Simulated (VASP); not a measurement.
# HfOs (R-3m) in VASP: single point with LDA

Aim: the single point of HfOs with LDA.

Program: VASP 6.6.1. These are calculated values, not measurements. Logs are shortened: lines on timing, memory, paths and dates and some standing lists are left out, and cuts for length are marked.

### Step 1. The cell of the first run

Symmetry: R-3m, No. 166, trigonal system. The conventional cell has a = 4.085 Å, b = 4.085 Å, c = 7.054 Å, α = 90.00°, β = 90.00°, γ = 120.00°. Hf (site symmetry -3m) has 8 Os at 2.64 to 3.53 Å and 6 Hf at 3.33 Å within 3.6 Å. Os (site symmetry -3m) has 8 Hf at 2.64 to 3.53 Å and 6 Os at 3.33 Å within 3.6 Å.

### Step 2. Single point, LDA

File INCAR:

```
SYSTEM = HfOs
PREC = Accurate
ENCUT = 520
EDIFF = 1E-7
ISMEAR = 0
SIGMA = 0.15
LREAL = .False.
LASPH = .True.
NELM = 60
ALGO = Fast
ISIF = 2
LWAVE = .False.
LCHARG = .False.
NBANDS = 16
```

File KPOINTS:

```
Automatic mesh
0
Gamma
  16 16 16
  0 0 0
```

File POSCAR:

```
HfOs
1.0
    3.2832531384      0.3947606413      0.3947606413
    0.3947606413      3.2832531384      0.3947606413
    0.3947606413      0.3947606413      3.2832531384
Hf Os
1 1
Direct
    0.0000000000      0.0000000000      0.0000000000
    0.5000000000      0.5000000000      0.5000000000
```

Potentials or basis: VASP PAW LDA potentials, release 64 (Hf_pv, Os).

On the command line:

```
cat potpaw_LDA.64/Hf_pv/POTCAR potpaw_LDA.64/Os/POTCAR > POTCAR
mpirun -np 1 vasp_std > vasp.out
```

OUTCAR:

```text
SYSTEM = HfOs
   PREC = Accurate
   ENCUT = 520
   EDIFF = 1E-7
   ISMEAR = 0
   LREAL = .False.
   LASPH = .True.
   NELM = 60
   ISIF = 2

 ion  position               nearest neighbor table
   1  0.000  0.000  0.000-   2 2.64   2 2.64   2 2.64   2 2.64   2 2.64   2 2.64   2 3.53   2 3.53

   2  0.500  0.500  0.500-   1 2.64   1 2.64   1 2.64   1 2.64   1 2.64   1 2.64   1 3.53   1 3.53

  LATTYP: Found a trigonal (rhomboedric) cell.
 ALAT       =     3.3303788221
 COS(alpha) =     0.2477620922

  Lattice vectors:

 A1 = (   3.2832531384,   0.3947606413,   0.3947606413)
 A2 = (   0.3947606413,   3.2832531384,   0.3947606413)
 A3 = (   0.3947606413,   0.3947606413,   3.2832531384)

Analysis of symmetry for initial positions (statically):
=====================================================================
 Subroutine PRICEL returns:
 Original cell was already a primitive cell.

 Routine SETGRP: Setting up the symmetry group for a
 trigonal (rhombohedral) supercell.

 Subroutine GETGRP returns: Found 12 space group operations
 (whereof 12 operations were pure point group operations)
 out of a pool of 12 trial point group operations.

The static configuration has the point symmetry D_3d.

Analysis of symmetry for dynamics (positions and initial velocities):
=====================================================================
 Subroutine PRICEL returns:
 Original cell was already a primitive cell.

 Routine SETGRP: Setting up the symmetry group for a
 trigonal (rhombohedral) supercell.

 Subroutine GETGRP returns: Found 12 space group operations
 (whereof 12 operations were pure point group operations)
 out of a pool of 12 trial point group operations.

The dynamic configuration has the point symmetry D_3d.

 Subroutine INISYM returns: Found 12 space group operations
 (whereof 12 operations are pure point group operations),
 and found     1 'primitive' translations

----------------------------------------------------------------------------------------

                                     Primitive cell

  volume of cell :      33.9807

  direct lattice vectors                    reciprocal lattice vectors
     3.283253138  0.394760641  0.394760641     0.312645190 -0.033556159 -0.033556159
     0.394760641  3.283253138  0.394760641    -0.033556159  0.312645190 -0.033556159
     0.394760641  0.394760641  3.283253138    -0.033556159 -0.033556159  0.312645190

  length of vectors
     3.330378822  3.330378822  3.330378822     0.316226259  0.316226259  0.316226259

  position of ions in fractional coordinates (direct lattice)
     0.000000000  0.000000000  0.000000000
     0.500000000  0.500000000  0.500000000

  ion indices of the primitive-cell ions
   primitive index   ion index
                 1           1
                 2           2

----------------------------------------------------------------------------------------

 KPOINTS: Automatic mesh

Automatic generation of k-mesh.
 Grid dimensions read from file:
 generate k-points for:   16   16   16

 Generating k-lattice:

  Cartesian coordinates                     Fractional coordinates (reciprocal lattice)
     0.019540324 -0.002097260 -0.002097260     0.062500000  0.000000000  0.000000000
    -0.002097260  0.019540324 -0.002097260     0.000000000  0.062500000  0.000000000
    -0.002097260 -0.002097260  0.019540324     0.000000000  0.000000000  0.062500000

  Length of vectors
     0.019764141  0.019764141  0.019764141

  Shift w.r.t. Gamma in fractional coordinates (k-lattice)
     0.000000000  0.000000000  0.000000000

 Subroutine IBZKPT returns following result:
 ===========================================

 Found    417 irreducible k-points:

 Following reciprocal coordinates:
            Coordinates               Weight
  0.000000  0.000000  0.000000      1.000000
  0.062500 -0.000000  0.000000      6.000000
  0.125000 -0.000000  0.000000      6.000000
  0.187500 -0.000000 -0.000000      6.000000
  0.250000 -0.000000  0.000000      6.000000
  0.312500 -0.000000 -0.000000      6.000000
[... 16 lines left out ...]
 -0.125000  0.062500  0.000000     12.000000
 -0.062500  0.062500  0.000000      6.000000
 [... further k-points ...]
   k-points           NKPTS =    417   k-points in BZ     NKDIM =    417   number of bands    NBANDS=     16
   number of dos      NEDOS =    301   number of ions     NIONS =      2
   total plane-waves  NPLWV =  21952
   dimension x,y,z NGX =    28 NGY =   28 NGZ =   28
   dimension x,y,z NGXF=    56 NGYF=   56 NGZF=   56
   ions per type =               1   1
   NGX,Y,Z   is equivalent  to a cutoff of  13.98, 13.98, 13.98 a.u.
   NGXF,Y,Z  is equivalent  to a cutoff of  27.95, 27.95, 27.95 a.u.
 SYSTEM =  HfOs
   PREC   = accura    normal or accurate (medium, high low for compatibility)
   ISTART =      0    job   : 0-new  1-cont  2-samecut
   ICHARG =      2    charge: 1-file 2-atom 10-const
   ISPIN  =      1    spin polarized calculation?
   LNONCOLLINEAR =      F non collinear calculations
   LSORBIT =      F    spin-orbit coupling
   LASPH  =      T    aspherical Exc in radial PAW
   ENCUT  =  520.0 eV  38.22 Ry    6.18 a.u.   6.19  6.19  6.19*2*pi/ulx,y,z
   NELM   =     60;   NELMIN=  2; NELMDL= -5     # of ELM steps
   EDIFF  = 0.1E-06   stopping-criterion for ELM
   LREAL  =      F    real-space projection
   EDIFFG = 0.1E-05   stopping-criterion for IOM
   NSW    =      0    number of steps for IOM
   IBRION =     -1    ionic relax: 0-MD 1-quasi-New 2-CG
   NFREE  =      0    steps in history (QN), initial steepest desc. (CG)
   ISIF   =      2    stress and relaxation
   ISYM   =      2    0-nonsym 1-usesym 2-fastsym
   POTIM  = 0.5000    time-step for ionic-motion
   TEBEG  =    0.0;   TEEND  =   0.0 temperature during run
   PSTRESS=    0.0 pullay stress
   NELECT =      18.0000    total number of electrons
   NUPDOWN=      -1.0000    fix difference up-down
   EMIN   =  10.00;   EMAX   =-10.00  energy-range for DOS
   EFERMI =   0.00;   METHOD = LEGACY
   ISMEAR =     0;   SIGMA  =   0.15  broadening in eV -4-tet -1-fermi 0-gaus
   EFERMI_NEDOS =   21; number of points for ismear=-14 and -15
   IALGO  =     68    algorithm
   IMIX   =      4    mixing-type and parameters
     AMIX     =   0.40;   BMIX     =  1.00
     AMIX_MAG =   1.60;   BMIX_MAG =  1.00
  volume/ion in A,a.u.               =      16.99       114.66
  Fermi-wavevector in a.u.,A,eV,Ry     =   1.324610  2.503150 23.872671  1.754592
  Thomas-Fermi vector in A             =   2.454132
   LORBIT       =      0    0 simple, 1 ext, 2 COOP (PROOUT), +10 PAW based schemes
   GGA     = CA    functional components
   LHFCALC =     F    Hartree Fock is set to
   AEXX    =    0.0000 exact exchange contribution
   IVDW    =     0    specifies the selected vdW correction
   LEPSILON=     F    determine dielectric tensor
   LRPA    =     F    only Hartree local field effects (RPA)
 non-spin polarized calculation
 RMM-DIIS sequential band-by-band and
 Gauss-broadening in eV      SIGMA  =   0.15
  energy-cutoff  :      520.00
  volume of cell :       33.98
 maximum number of plane-waves:       930
 NGX is ok and might be reduce to    28
   NGX = 13   NGY = 13   NGZ = 13

 number of electron      17.9999999 magnetization

 Free energy of the ion-electron system (eV)
  ---------------------------------------------------
  ext. energy  EPLUGINS =         0.00000000
  ---------------------------------------------------
  free energy    TOTEN  =       -23.63082231 eV

  energy without entropy =      -23.62170849  energy(sigma->0) =      -23.62626540

 E-fermi :   6.9797     XC(G=0): -12.8563

 val. band max:        6.9732238117   @ k =  -0.4375   0.5000   0.1875
 cond. band min:       6.9804207897   @ k =  -0.3750   0.5000   0.3125
 fundamental gap:      0.0071969781
 Fermi energy:         6.9796533425

 k-point     1 :       0.0000    0.0000    0.0000
  band No.  band energies     occupation
      1     -23.2445      2.00000
      2     -23.2445      2.00000
      3     -23.2016      2.00000
      4      -1.8281      2.00000
      5       1.8253      2.00000
      6       1.8253      2.00000
[... 8 lines left out ...]
     15      14.9720      0.00000
     16      16.8335      0.00000

 k-point     2 :       0.0625   -0.0000    0.0000
  band No.  band energies     occupation
      1     -23.2544      2.00000
      2     -23.2461      2.00000
      3     -23.2064      2.00000
      4      -1.7318      2.00000
      5       1.8738      2.00000
      6       1.8780      2.00000
[... 8 lines left out ...]
     15      15.0298      0.00000
     16      16.6441      0.00000

 k-point     3 :       0.1250   -0.0000    0.0000
  band No.  band energies     occupation
      1     -23.2884      2.00000
      2     -23.2504      2.00000
      3     -23.2140      2.00000
      4      -1.4475      2.00000
      5       2.0180      2.00000
      6       2.0276      2.00000
[... 8 lines left out ...]
     15      15.0272      0.00000
     16      16.3695      0.00000

 k-point     4 :       0.1875   -0.0000   -0.0000
  band No.  band energies     occupation
      1     -23.3442      2.00000
      2     -23.2570      2.00000
      3     -23.2197      2.00000
      4      -0.9891      2.00000
      5       2.2473      2.00000
      6       2.2526      2.00000
[... 8 lines left out ...]
     15      14.4195      0.00000
     16      16.7351      0.00000

 k-point     5 :       0.2500   -0.0000    0.0000
  band No.  band energies     occupation
      1     -23.4113      2.00000
      2     -23.2648      2.00000
      3     -23.2243      2.00000
      4      -0.3808      2.00000
      5       2.4930      2.00000
      6       2.5663      2.00000
[... 8 lines left out ...]
     15      13.5926      0.00000
     16      17.5580      0.00000

 k-point     6 :       0.3125   -0.0000   -0.0000
  band No.  band energies     occupation
      1     -23.4780      2.00000
      2     -23.2725      2.00000
      3     -23.2283      2.00000
      4       0.3396      2.00000
      5       2.7092      2.00000
      6       2.9373      2.00000
[... 8 lines left out ...]
     15      13.0160      0.00000
     16      18.5642      0.00000

 k-point     7 :       0.3750   -0.0000   -0.0000
  band No.  band energies     occupation
      1     -23.5340      2.00000
      2     -23.2791      2.00000
      3     -23.2315      2.00000
      4       1.1109      2.00000
      5       2.8380      2.00000
      6       3.3214      2.00000
[... 8 lines left out ...]
     15      12.8091      0.00000
     16      19.5816      0.00000

 k-point     8 :       0.4375   -0.0000   -0.0000
  band No.  band energies     occupation
      1     -23.5712      2.00000
      2     -23.2835      2.00000
      3     -23.2335      2.00000
      4       1.8238      2.00000
      5       2.8252      2.00000
      6       3.6343      2.00000
[... 8 lines left out ...]
     15      12.7895      0.00000
     16      20.2746      0.00000

 k-point     9 :       0.5000   -0.0000    0.0000
  band No.  band energies     occupation
      1     -23.5841      2.00000
      2     -23.2850      2.00000
      3     -23.2342      2.00000
      4       2.2082      2.00000
      5       2.7183      2.00000
      6       3.7596      2.00000
[... 8 lines left out ...]
     15      12.7991      0.00000
     16      20.4116      0.00000
[... 172 lines left out ...]
 k-point    19 :      -0.3750    0.0625    0.0000
  band No.  band energies     occupation
      1     -23.5344      2.00000
      2     -23.2828      2.00000
      3     -23.2408      2.00000
      4       1.2874      2.00000
      5       2.9015      2.00000
      6       3.4611      2.00000
[... 8 lines left out ...]
     15      12.9286      0.00000
     16      19.3261      0.00000

 k-point    20 :      -0.3125    0.0625    0.0000
  band No.  band energies     occupation
      1     -23.4808      2.00000
      2     -23.2770      2.00000
      3     -23.2393      2.00000
      4       0.5443      2.00000
      5       2.7461      2.00000
      6       3.1314      2.00000
[... 8 lines left out ...]
     15      13.2452      0.00000
     16      18.4725      0.00000

 k-point    21 :      -0.2500    0.0625    0.0000
  band No.  band energies     occupation
      1     -23.4164      2.00000
      2     -23.2699      2.00000
      3     -23.2360      2.00000
      4      -0.1741      2.00000
      5       2.4990      2.00000
      6       2.7783      2.00000
[... 8 lines left out ...]
     15      13.8907      0.00000
     16      17.6106      0.00000

 k-point    22 :      -0.1875    0.0625    0.0000
  band No.  band energies     occupation
      1     -23.3514      2.00000
      2     -23.2624      2.00000
      3     -23.2307      2.00000
      4      -0.7969      2.00000
      5       2.2432      2.00000
      6       2.4476      2.00000
[... 8 lines left out ...]
     15      14.6314      0.00000
     16      16.9834      0.00000

 k-point    23 :      -0.1250    0.0625    0.0000
  band No.  band energies     occupation
      1     -23.2976      2.00000
      2     -23.2555      2.00000
      3     -23.2229      2.00000
      4      -1.2805      2.00000
      5       2.0343      2.00000
      6       2.1728      2.00000
[... 8 lines left out ...]
     15      14.9769      0.00000
     16      16.9133      0.00000

 k-point    24 :      -0.0625    0.0625    0.0000
  band No.  band energies     occupation
      1     -23.2654      2.00000
      2     -23.2495      2.00000
      3     -23.2126      2.00000
      4      -1.5974      2.00000
      5       1.9058      2.00000
      6       1.9778      2.00000
[... 8 lines left out ...]
     15      14.8713      0.00000
     16      17.1362      0.00000

 [... further k-points ...]

------------------------ aborting loop because EDIFF is reached ----------------------------------------

  FORCE on cell =-STRESS in cart. coord.  units (eV):
  Direction    XX          YY          ZZ          XY          YZ          ZX
  --------------------------------------------------------------------------------------
  -------------------------------------------------------------------------------------
  Total        1.2274131      1.2274131      1.2274131     -2.5184119     -2.5184119     -2.5184119
  in kB       57.8719989     57.8719989     57.8719989   -118.7420386   -118.7420386   -118.7420386
  external PRESSURE =      57.8719989 kB  Pullay stress =       0.0000000 kB

 VOLUME and BASIS-vectors are now :
 -----------------------------------------------------------------------------
  energy-cutoff  :      520.00
  volume of cell :       33.98
      direct lattice vectors                 reciprocal lattice vectors
     3.283253138  0.394760641  0.394760641     0.312645190 -0.033556159 -0.033556159
     0.394760641  3.283253138  0.394760641    -0.033556159  0.312645190 -0.033556159
     0.394760641  0.394760641  3.283253138    -0.033556159 -0.033556159  0.312645190

 POSITION                                       TOTAL-FORCE (eV/Angst)
 -----------------------------------------------------------------------------------
      0.00000      0.00000      0.00000        -0.000000      0.000000      0.000000
      2.03639      2.03639      2.03639         0.000000     -0.000000     -0.000000
 -----------------------------------------------------------------------------------
    total drift:                                0.000000      0.000000      0.000000

  FREE ENERGIE OF THE ION-ELECTRON SYSTEM (eV)
  ---------------------------------------------------
  free  energy   TOTEN  =       -23.6308223149 eV

  energy  without entropy=      -23.6217084875  energy(sigma->0) =      -23.62626540
```

Wall time 3.7 min (1 thread of Intel Xeon Platinum 8259CL at 2.50GHz (Skylake/Cascade Lake), shared host); peak memory 0.35 GiB.

Results:

```yaml
Free_energy: -23.6308 eV
Pressure: 5.8 GPa
Band_gap_on_the_k_mesh: zero (bands 9 and 10 overlap by 1.10 eV)
```

Stress tensor (GPa, compression positive):
```
  5.79 -11.87 -11.87
-11.87   5.79 -11.87
-11.87 -11.87   5.79
```

Levels at points of the mesh, in eV from the Fermi level:
```
           k point  band 5  band 6  band 7  band 8  band 9  band 10  band 11  band 12  band 13  band 14
(0.00, 0.00, 0.00)   -5.15   -5.15   -3.65   -3.65   -1.34     3.91     4.12     4.12     7.19     7.99
(0.50, 0.00, 0.00)   -4.26   -3.22   -1.49   -1.47   -1.18    -0.87     0.81     1.87     2.01     2.56
(0.50, 0.50, 0.00)   -5.52   -3.71   -3.53   -0.08   -0.03     0.43     3.07     4.22     4.67     5.13
(0.50, 0.50, 0.50)   -3.11   -2.44   -2.44   -0.94   -0.94    -0.06    -0.06     3.04     4.94     4.94
```

Caveat: the cell stands under pressure; spin-orbit coupling is left out, which moves the levels of the heavy elements.
